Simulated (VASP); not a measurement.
# KBr (I4/mmm) in VASP: notebook

The runs below take KBr through single point, with r2SCAN.

Everything below comes from runs of VASP 6.6.1. Logs are shortened: lines on timing, memory, paths and dates and some standing lists are left out, and cuts for length are marked.

### Step 1. The cell of the first run

Symmetry: I4/mmm, No. 139, tetragonal system. Conventional cell: a = 4.726 Å, b = 4.726 Å, c = 6.387 Å, α = 90.00°, β = 90.00°, γ = 90.00°. Within 4.2 Å of K (site symmetry 4/mmm) lie 6 Br at 3.19 to 3.34 Å. Br (site symmetry 4/mmm) has 6 K at 3.19 to 3.34 Å within 4.2 Å.

### Step 2. Single point, r2SCAN (strain +0.015 along x and y, -0.030 along z)

The input, POSCAR:

```
KBr
1.0
    0.0000000000      3.3418875000      3.1937250000
    3.3418875000      0.0000000000      3.1937250000
    3.3418875000      3.3418875000      0.0000000000
K Br
1 1
Direct
    0.0000000000      0.0000000000      0.0000000000
    0.5000000000      0.5000000000      0.5000000000
```

The input, INCAR.step1:

```
SYSTEM = KBr
PREC = Accurate
ENCUT = 520
ISMEAR = 0
SIGMA = 0.05
LREAL = .False.
LASPH = .True.
NELM = 100
NBANDS = 15
GGA = PE
ALGO = Normal
EDIFF = 1E-4
LWAVE = .True.
LCHARG = .False.
```

The input, INCAR.step2:

```
SYSTEM = KBr
PREC = Accurate
ENCUT = 520
EDIFF = 1E-6
ISMEAR = 0
SIGMA = 0.05
LREAL = .False.
LASPH = .True.
NELM = 100
ALGO = Normal
ISIF = 2
LWAVE = .False.
LCHARG = .False.
METAGGA = R2SCAN
LMIXTAU = .True.
NBANDS = 15
ISTART = 1
```

The input, KPOINTS:

```
Automatic mesh
0
Gamma
  6 6 6
  0 0 0
```

Potentials or basis: VASP PAW PBE potentials, release 64 (K_sv, Br).

Started as:

```console
$ cat potpaw_PBE.64/K_sv/POTCAR potpaw_PBE.64/Br/POTCAR > POTCAR
$ cp INCAR.step1 INCAR
$ mpirun -np 1 vasp_std > vasp.out
$ cp INCAR.step2 INCAR
$ mpirun -np 1 vasp_std > vasp.out
```

OUTCAR:

```text
SYSTEM = KBr
   PREC = Accurate
   ENCUT = 520
   EDIFF = 1E-6
   ISMEAR = 0
   LREAL = .False.
   LASPH = .True.
   NELM = 100
   ISIF = 2
   METAGGA = R2SCAN
   ISTART = 1

 ion  position               nearest neighbor table
   1  0.000  0.000  0.000-   2 3.19   2 3.19
   2  0.500  0.500  0.500-   1 3.19   1 3.19

  LATTYP: Found a body centered tetragonal cell.
 ALAT       =     4.7261426264
 C/A-ratio  =     1.3515144389

  Lattice vectors:

 A1 = (   0.0000000000,  -3.3418875000,  -3.1937250000)
 A2 = (   0.0000000000,   3.3418875000,  -3.1937250000)
 A3 = (   3.3418875000,   0.0000000000,   3.1937250000)

Analysis of symmetry for initial positions (statically):
=====================================================================
 Subroutine PRICEL returns:
 Original cell was already a primitive cell.

 Routine SETGRP: Setting up the symmetry group for a
 body centered tetragonal supercell.

 Subroutine GETGRP returns: Found 16 space group operations
 (whereof 16 operations were pure point group operations)
 out of a pool of 16 trial point group operations.

The static configuration has the point symmetry D_4h.

Analysis of symmetry for dynamics (positions and initial velocities):
=====================================================================
 Subroutine PRICEL returns:
 Original cell was already a primitive cell.

 Routine SETGRP: Setting up the symmetry group for a
 body centered tetragonal supercell.

 Subroutine GETGRP returns: Found 16 space group operations
 (whereof 16 operations were pure point group operations)
 out of a pool of 16 trial point group operations.

The dynamic configuration has the point symmetry D_4h.

 Subroutine INISYM returns: Found 16 space group operations
 (whereof 16 operations are pure point group operations),
 and found     1 'primitive' translations

----------------------------------------------------------------------------------------

                                     Primitive cell

  volume of cell :      71.3364

  direct lattice vectors                    reciprocal lattice vectors
     0.000000000  3.341887500  3.193725000    -0.149616048  0.149616048  0.156556998
     3.341887500  0.000000000  3.193725000     0.149616048 -0.149616048  0.156556998
     3.341887500  3.341887500  0.000000000     0.149616048  0.149616048 -0.156556998

  length of vectors
     4.622563297  4.622563297  4.726142626     0.263210975  0.263210975  0.263210975

  position of ions in fractional coordinates (direct lattice)
     0.000000000  0.000000000  0.000000000
     0.500000000  0.500000000  0.500000000

  ion indices of the primitive-cell ions
   primitive index   ion index
                 1           1
                 2           2

----------------------------------------------------------------------------------------

 KPOINTS: Automatic mesh

Automatic generation of k-mesh.
 Grid dimensions read from file:
 generate k-points for:    6    6    6

 Generating k-lattice:

  Cartesian coordinates                     Fractional coordinates (reciprocal lattice)
    -0.024936008  0.024936008  0.026092833     0.166666667  0.000000000  0.000000000
     0.024936008 -0.024936008  0.026092833     0.000000000  0.166666667  0.000000000
     0.024936008  0.024936008 -0.026092833     0.000000000  0.000000000  0.166666667

  Length of vectors
     0.043868496  0.043868496  0.043868496

  Shift w.r.t. Gamma in fractional coordinates (k-lattice)
     0.000000000  0.000000000  0.000000000

 Subroutine IBZKPT returns following result:
 ===========================================

 Found     30 irreducible k-points:

 Following reciprocal coordinates:
            Coordinates               Weight
  0.000000  0.000000  0.000000      1.000000
  0.166667  0.000000  0.000000      8.000000
  0.333333  0.000000  0.000000      8.000000
  0.500000  0.000000  0.000000      4.000000
  0.166667  0.166667  0.000000      2.000000
  0.333333  0.166667  0.000000      8.000000
[... 16 lines left out ...]
  0.333333  0.000000  0.333333      4.000000
[... 46 lines left out ...]
  band No.  band energies     occupation
      1     -30.9806      2.00000
      2     -14.8590      2.00000
      3     -13.6891      2.00000
      4     -13.6891      2.00000
      5     -13.6882      2.00000
      6      -2.1279      2.00000
      7      -2.1279      2.00000
      8      -2.0982      2.00000
      9       2.9752      0.00000
     10       6.0296      0.00000
     11       6.0296      0.00000
     12       6.3119      0.00000
     13       6.9890      0.00000
     14       7.2333      0.00000
     15       9.9680      0.00000

 k-point     2 :       0.1667    0.0000    0.0000
  band No.  band energies     occupation
      1     -30.9791      2.00000
      2     -14.9104      2.00000
      3     -13.6915      2.00000
      4     -13.6890      2.00000
      5     -13.6161      2.00000
      6      -2.4768      2.00000
      7      -2.2164      2.00000
      8      -2.1995      2.00000
      9       3.6276      0.00000
     10       5.9340      0.00000
     11       6.3815      0.00000
     12       6.5568      0.00000
     13       7.3535      0.00000
     14       7.6235      0.00000
     15      10.9619      0.00000

 k-point     3 :       0.3333    0.0000    0.0000
  band No.  band energies     occupation
      1     -30.9762      2.00000
      2     -14.9994      2.00000
      3     -13.6964      2.00000
      4     -13.6896      2.00000
      5     -13.4842      2.00000
      6      -3.0562      2.00000
      7      -2.3826      2.00000
      8      -2.3709      2.00000
      9       4.6928      0.00000
     10       6.2177      0.00000
     11       7.3137      0.00000
     12       7.4465      0.00000
     13       8.2743      0.00000
     14       8.5978      0.00000
     15      10.2485      0.00000
[... 343 lines left out ...]
 k-point    23 :       0.3333    0.0000    0.3333
  band No.  band energies     occupation
      1     -30.9753      2.00000
      2     -14.8448      2.00000
      3     -13.7175      2.00000
      4     -13.7101      2.00000
      5     -13.6713      2.00000
      6      -2.9432      2.00000
      7      -2.3302      2.00000
      8      -2.3273      2.00000
      9       4.5704      0.00000
     10       5.1876      0.00000
     11       7.8205      0.00000
     12       8.1523      0.00000
     13       8.4834      0.00000
     14       8.6229      0.00000
     15       9.5686      0.00000

 k-point    24 :       0.5000    0.0000    0.3333
  band No.  band energies     occupation
      1     -30.9739      2.00000
      2     -14.8415      2.00000
      3     -13.7509      2.00000
      4     -13.7137      2.00000
      5     -13.6427      2.00000
      6      -2.9486      2.00000
      7      -2.5436      2.00000
      8      -2.4024      2.00000
      9       4.7091      0.00000
     10       6.1288      0.00000
     11       7.5038      0.00000
     12       8.3056      0.00000
     13       8.4835      0.00000
     14       9.1583      0.00000
     15       9.5964      0.00000

 [... further k-points ...]

------------------------ aborting loop because EDIFF is reached ----------------------------------------

  FORCE on cell =-STRESS in cart. coord.  units (eV):
  Direction    XX          YY          ZZ          XY          YZ          ZX
  --------------------------------------------------------------------------------------
  -------------------------------------------------------------------------------------
  Total       -0.1380766     -0.1380766      0.6745445      0.0000000      0.0000000     -0.0000000
  in kB       -3.1011262     -3.1011262     15.1499090      0.0000000      0.0000000     -0.0000000
  external PRESSURE =       2.9825522 kB  Pullay stress =       0.0000000 kB

 VOLUME and BASIS-vectors are now :
 -----------------------------------------------------------------------------
  energy-cutoff  :      520.00
  volume of cell :       71.34
      direct lattice vectors                 reciprocal lattice vectors
     0.000000000  3.341887500  3.193725000    -0.149616048  0.149616048  0.156556998
     3.341887500  0.000000000  3.193725000     0.149616048 -0.149616048  0.156556998
     3.341887500  3.341887500  0.000000000     0.149616048  0.149616048 -0.156556998

 POSITION                                       TOTAL-FORCE (eV/Angst)
 -----------------------------------------------------------------------------------
      0.00000      0.00000      0.00000        -0.000000      0.000000      0.000000
      3.34189      3.34189      3.19373         0.000000     -0.000000     -0.000000
 -----------------------------------------------------------------------------------
    total drift:                                0.000000      0.000000      0.000000

  FREE ENERGIE OF THE ION-ELECTRON SYSTEM (eV)
  ---------------------------------------------------
  free  energy   TOTEN  =       -23.2361830444 eV

  energy  without entropy=      -23.2361830444  energy(sigma->0) =      -23.23618304
```

Wall time 68 s (1 thread of Intel Xeon 6975P-C (Granite Rapids), shared host); peak memory 0.23 GiB.

Results:

- Free energy: -23.2362 eV
- Pressure: 0.3 GPa
- Band gap on the k mesh: 5.07 eV

Levels at points of the mesh, in eV from the valence-band top:
| k point | band 5 | band 6 | band 7 | band 8 | band 9 | band 10 | band 11 | band 12 |
| --- | --- | --- | --- | --- | --- | --- | --- | --- |
| (0.00, 0.00, 0.00) | -11.59 | -0.03 | -0.03 | 0.00 | 5.07 | 8.13 | 8.13 | 8.41 |
| (0.50, 0.00, 0.00) | -11.32 | -1.20 | -0.36 | -0.35 | 7.13 | 8.87 | 10.54 | 10.55 |
| (0.50, 0.50, 0.00) | -11.63 | -0.80 | -0.36 | -0.36 | 6.28 | 8.08 | 10.28 | 10.30 |
| (0.50, 0.00, 0.50) | -11.62 | -0.87 | -0.29 | -0.28 | 6.36 | 8.02 | 10.07 | 10.18 |

Caveat: the cell differs from its parent crystal (strain +0.015 along x and y, -0.030 along z); the PAW data sets were made with another functional, which shifts forces and pressure a little.

### Step 3. Single point, r2SCAN (strain +0.015 along x and y, -0.015 along z)

The input, POSCAR:

```
KBr
1.0
    0.0000000000      3.3418875000      3.2431125000
    3.3418875000      0.0000000000      3.2431125000
    3.3418875000      3.3418875000      0.0000000000
K Br
1 1
Direct
    0.0000000000      0.0000000000      0.0000000000
    0.5000000000      0.5000000000      0.5000000000
```

The input, INCAR.step1:

```
PREC = Accurate
ENCUT = 520
ISMEAR = 0
SIGMA = 0.05
LREAL = F
LASPH = T
NELM = 80
NBANDS = 15
GGA = PE
ALGO = Normal
EDIFF = 1E-4
LWAVE = T
LCHARG = F
```

The input, INCAR.step2:

```
PREC = Accurate
ENCUT = 520
EDIFF = 1E-7
ISMEAR = 0
SIGMA = 0.05
LREAL = F
LASPH = T
NELM = 80
ALGO = Normal
ISIF = 2
LWAVE = F
LCHARG = T
METAGGA = R2SCAN
LMIXTAU = T
LELF = T
LVHAR = T
NBANDS = 15
ISTART = 1
```

The input, KPOINTS:

```
Automatic mesh
0
Gamma
  6 6 6
```

Potentials or basis: VASP PAW PBE potentials, release 64 (K_sv, Br).

Started as:

```console
$ cat potpaw_PBE.64/K_sv/POTCAR potpaw_PBE.64/Br/POTCAR > POTCAR
$ cp INCAR.step1 INCAR
$ mpirun -np 1 vasp_std > vasp.out
$ cp INCAR.step2 INCAR
$ mpirun -np 1 vasp_std > vasp.out
```

Run time: 79 s. Hardware: 1 thread of Intel Xeon 6975P-C (Granite Rapids), shared host; peak memory 0.23 GiB.

The run converged. Its results:

* Free energy: -23.2439 eV
* Pressure: 0.0 GPa
* Band gap on the k mesh: 5.04 eV

Stress tensor (GPa, compression positive):
```
-0.38  0.00  0.00
 0.00 -0.38  0.00
 0.00  0.00  0.70
```

Levels at points of the mesh, in eV from the valence-band top:
```csv
k point,band 4,band 5,band 6,band 7,band 8,band 9,band 10,band 11,band 12,band 13
"(0.00, 0.00, 0.00)",-11.62,-11.61,-0.02,-0.02,0.00,5.04,8.16,8.16,8.35,9.13
"(0.50, 0.00, 0.00)",-11.62,-11.37,-1.16,-0.34,-0.33,7.10,8.83,10.50,10.51,10.65
"(0.50, 0.50, 0.00)",-11.65,-11.65,-0.80,-0.33,-0.33,6.32,8.01,10.18,10.23,10.55
"(0.50, 0.00, 0.50)",-11.65,-11.64,-0.84,-0.29,-0.28,6.38,7.98,10.02,10.17,10.53
```

Caveat: the cell differs from its parent crystal (strain +0.015 along x and y, -0.015 along z); the PAW data sets were made with another functional, which shifts forces and pressure a little.

### Step 4. Single point, r2SCAN (strain +0.030 along x and y, -0.030 along z)

The input, POSCAR:

```
KBr
1.0
    0.0000000000      3.3912750000      3.1937250000
    3.3912750000      0.0000000000      3.1937250000
    3.3912750000      3.3912750000      0.0000000000
K Br
1 1
Direct
    0.0000000000      0.0000000000      0.0000000000
    0.5000000000      0.5000000000      0.5000000000
```

The input, INCAR.step1:

```
SYSTEM = KBr
PREC = Accurate ; ENCUT = 520
ISMEAR = 0 ; SIGMA = 0.05
LREAL = .False. ; LASPH = .True.
NELM = 100 ; NBANDS = 15
GGA = PE ; ALGO = Normal
EDIFF = 1E-4 ; LWAVE = .True.
LCHARG = .False.
```

The input, INCAR.step2:

```
SYSTEM = KBr
PREC = Accurate ; ENCUT = 520
EDIFF = 1E-7 ; ISMEAR = 0
SIGMA = 0.05 ; LREAL = .False.
LASPH = .True. ; NELM = 100
ALGO = Normal ; ISIF = 2
LWAVE = .False. ; LCHARG = .True.
METAGGA = R2SCAN ; LMIXTAU = .True.
LELF = .True. ; LVHAR = .True.
NBANDS = 15 ; ISTART = 1
```

The input, KPOINTS:

```
regular mesh
0
Gamma
  6 6 6
  0 0 0
```

Started as:

```console
$ cat potpaw_PBE.64/K_sv/POTCAR potpaw_PBE.64/Br/POTCAR > POTCAR
$ cp INCAR.step1 INCAR
$ mpirun -np 1 vasp_std > vasp.out
$ cp INCAR.step2 INCAR
$ mpirun -np 1 vasp_std > vasp.out
```

It took 81 s on 1 thread of Intel Xeon 6975P-C (Granite Rapids), shared host; peak memory 0.23 GiB.

It converged, with:

```yaml
Free_energy: -23.2289 eV
Pressure: -0.1 GPa
Band_gap_on_the_k_mesh: 4.99 eV
```

Stress tensor (GPa, compression positive):
```
-0.81  0.00  0.00
 0.00 -0.81  0.00
 0.00  0.00  1.33
```

Levels at points of the mesh, in eV from the valence-band top:
```
           k point  band 4  band 5  band 6  band 7  band 8  band 9  band 10  band 11  band 12  band 13
(0.00, 0.00, 0.00)  -11.65  -11.65   -0.03   -0.03    0.00    4.99     8.10     8.10     8.46     9.03
(0.50, 0.00, 0.00)  -11.65  -11.39   -1.15   -0.34   -0.33    7.06     8.75    10.46    10.48    10.48
(0.50, 0.50, 0.00)  -11.69  -11.69   -0.76   -0.36   -0.36    6.30     7.99    10.18    10.25    10.52
(0.50, 0.00, 0.50)  -11.68  -11.67   -0.85   -0.28   -0.26    6.40     7.90     9.87    10.12    10.48
```

Caveat: the cell differs from its parent crystal (strain +0.030 along x and y, -0.030 along z); the PAW data sets were made with another functional, which shifts forces and pressure a little.

### Step 5. Single point, r2SCAN (strain +0.030 along x and y, -0.015 along z)

The input, POSCAR:

```
KBr
1.0
    0.0000000000      3.3912750000      3.2431125000
    3.3912750000      0.0000000000      3.2431125000
    3.3912750000      3.3912750000      0.0000000000
K Br
1 1
Direct
    0.0000000000      0.0000000000      0.0000000000
    0.5000000000      0.5000000000      0.5000000000
```

The input, INCAR.step1:

```
PREC = Accurate ; ENCUT = 520
ISMEAR = 0 ; SIGMA = 0.05
LREAL = False ; LASPH = True
NELM = 60 ; NBANDS = 15
GGA = PE ; ALGO = Normal
EDIFF = 1E-4 ; LWAVE = True
LCHARG = False
```

The input, INCAR.step2:

```
PREC = Accurate ; ENCUT = 520
EDIFF = 1E-6 ; ISMEAR = 0
SIGMA = 0.05 ; LREAL = False
LASPH = True ; NELM = 60
ALGO = Normal ; ISIF = 2
LWAVE = False ; LCHARG = False
METAGGA = R2SCAN ; LMIXTAU = True
NBANDS = 15 ; ISTART = 1
```

The input, KPOINTS:

```
Automatic mesh
0
Gamma
  6 6 6
```

Started as:

```console
$ cat potpaw_PBE.64/K_sv/POTCAR potpaw_PBE.64/Br/POTCAR > POTCAR
$ cp INCAR.step1 INCAR
$ mpirun -np 1 vasp_std > vasp.out
$ cp INCAR.step2 INCAR
$ mpirun -np 1 vasp_std > vasp.out
```

Run time: 61 s. Hardware: 1 thread of Intel Xeon 6975P-C (Granite Rapids), shared host; peak memory 0.22 GiB.

Results (log left out):

- Free energy: -23.2357 eV
- Pressure: -0.4 GPa
- Band gap on the k mesh: 4.96 eV

Stress tensor (GPa, compression positive):
```
-0.87  0.00  0.00
 0.00 -0.87  0.00
 0.00  0.00  0.55
```

Levels at points of the mesh, in eV from the valence-band top:
| k point | band 6 | band 7 | band 8 | band 9 | band 10 | band 11 |
| --- | --- | --- | --- | --- | --- | --- |
| (0.00, 0.00, 0.00) | -0.02 | -0.02 | 0.00 | 4.96 | 8.13 | 8.13 |
| (0.50, 0.00, 0.00) | -1.11 | -0.32 | -0.31 | 7.04 | 8.71 | 10.42 |
| (0.50, 0.50, 0.00) | -0.76 | -0.33 | -0.33 | 6.34 | 7.92 | 10.06 |
| (0.50, 0.00, 0.50) | -0.82 | -0.28 | -0.26 | 6.42 | 7.86 | 9.82 |

Caveat: the cell differs from its parent crystal (strain +0.030 along x and y, -0.015 along z); the PAW data sets were made with another functional, which shifts forces and pressure a little.

### Step 6. Single point, r2SCAN (strain +0.030 along x and y, +0.000 along z)

The input, POSCAR:

```
KBr
1.0
    0.0000000000      3.3912750000      3.2925000000
    3.3912750000      0.0000000000      3.2925000000
    3.3912750000      3.3912750000      0.0000000000
K Br
1 1
Direct
    0.0000000000      0.0000000000      0.0000000000
    0.5000000000      0.5000000000      0.5000000000
```

The input, INCAR.step1:

```
  PREC = Accurate
  ENCUT = 520
  ISMEAR = 0
  SIGMA = 0.05
  LREAL = False
  LASPH = True
  NELM = 60
  NBANDS = 15
  GGA = PE
  ALGO = Normal
  EDIFF = 1E-4
  LWAVE = True
  LCHARG = False
```

The input, INCAR.step2:

```
  PREC = Accurate
  ENCUT = 520
  EDIFF = 1E-7
  ISMEAR = 0
  SIGMA = 0.05
  LREAL = False
  LASPH = True
  NELM = 60
  ALGO = Normal
  ISIF = 2
  LWAVE = False
  LCHARG = False
  METAGGA = R2SCAN
  LMIXTAU = True
  NBANDS = 15
  ISTART = 1
```

KPOINTS is that of step 5.

Potentials or basis: VASP PAW PBE potentials, release 64 (K_sv, Br).

Started as:

```console
$ cat potpaw_PBE.64/K_sv/POTCAR potpaw_PBE.64/Br/POTCAR > POTCAR
$ cp INCAR.step1 INCAR
$ mpirun -np 1 vasp_std > vasp.out
$ cp INCAR.step2 INCAR
$ mpirun -np 1 vasp_std > vasp.out
```

Wall time 75 s (1 thread of Intel Xeon 6975P-C (Granite Rapids), shared host); peak memory 0.22 GiB.

Results (log left out):

| Item | Value |
| --- | --- |
| Free energy | -23.2374 eV |
| Pressure | -0.7 GPa |
| Band gap on the k mesh | 4.93 eV |

Stress tensor (GPa, compression positive):
```
-0.93  0.00  0.00
 0.00 -0.93  0.00
 0.00  0.00 -0.10
```

Levels at points of the mesh, in eV from the valence-band top:
| k point | band 5 | band 6 | band 7 | band 8 | band 9 | band 10 | band 11 | band 12 |
| --- | --- | --- | --- | --- | --- | --- | --- | --- |
| (0.00, 0.00, 0.00) | -11.70 | -0.01 | -0.01 | 0.00 | 4.93 | 8.16 | 8.16 | 8.34 |
| (0.50, 0.00, 0.00) | -11.48 | -1.07 | -0.30 | -0.29 | 7.01 | 8.66 | 10.38 | 10.40 |
| (0.50, 0.50, 0.00) | -11.74 | -0.75 | -0.30 | -0.30 | 6.38 | 7.85 | 9.93 | 10.16 |
| (0.50, 0.00, 0.50) | -11.73 | -0.79 | -0.27 | -0.26 | 6.42 | 7.82 | 9.78 | 10.10 |

Caveat: the cell differs from its parent crystal (strain +0.030 along x and y, +0.000 along z); the PAW data sets were made with another functional, which shifts forces and pressure a little.

### Step 7. Overview

```tsv
cell	gap on the mesh (eV)	pressure (GPa)
a = 4.623, b = 4.623, c = 4.726 Å, angles 59.3, 59.3, 61.5°, 2 atoms	5.07	0.3
a = 4.657, b = 4.657, c = 4.726 Å, angles 59.5, 59.5, 61.0°, 2 atoms	5.04	0.0
a = 4.658, b = 4.658, c = 4.796 Å, angles 59.0, 59.0, 62.0°, 2 atoms	4.99	-0.1
a = 4.692, b = 4.692, c = 4.796 Å, angles 59.3, 59.3, 61.5°, 2 atoms	4.96	-0.4
a = 4.727, b = 4.727, c = 4.796 Å, angles 59.5, 59.5, 61.0°, 2 atoms	4.93	-0.7
```

Alike in all rows: task single point; level r2SCAN; potentials or basis VASP PAW PBE potentials, release 64 (K_sv, Br); no spin polarisation; k mesh 6 × 6 × 6; cutoff (eV) 520; smearing gaussian 0.05 eV.

Caveats: the PAW data sets were made with another functional, which shifts forces and pressure a little.

Absolute energies hang on the potentials; compare differences alone.
